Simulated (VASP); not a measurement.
Input of a VASP 6.6.1 run:

File INCAR:

```
SYSTEM = Ta3N
ALGO = Normal
EDIFF = 1E-7
ENCUT = 520
GGA = PE
ISIF = 2
ISMEAR = 0
LASPH = .TRUE.
LCHARG = .FALSE.
LREAL = .FALSE.
LWAVE = .FALSE.
NBANDS = 27
NELM = 80
PREC = Accurate
SIGMA = 0.15
```

The input KPOINTS:

```
k-points
0
G
  24 24 8
  0 0 0
```

Contents of POSCAR:

```
Ta3N
1.0
    3.1069396892      0.0000000000      0.0000000000
   -1.5534698447      2.6906886989      0.0000000000
    0.0000000000      0.0000000000      7.1489420245
Ta N
3 1
Direct
    0.0000000000      0.0000000000      0.5000000000
    0.3333333333      0.6666666667      0.1735950547
    0.6666666667      0.3333333333      0.8264049453
    0.0000000000      0.0000000000      0.0000000000
```

Potentials or basis: VASP PAW PBE potentials, release 64 (Ta_pv, N).

Run with:

```console
$ cat potpaw_PBE.64/Ta_pv/POTCAR potpaw_PBE.64/N/POTCAR > POTCAR
$ mpirun -np 1 vasp_std > vasp.out
```

(1) Predict the largest force.

(2) Predict the pressure.

(3) Estimate the band gap on the k mesh.

Results:

(1) 0.472 eV/Å.

(2) 0.7 GPa.

(3) zero (band 19 reaches 7.23 eV, above the bottom of band 20 at 6.40 eV).

Caveat: spin-orbit coupling is left out, which moves the levels of the heavy elements.
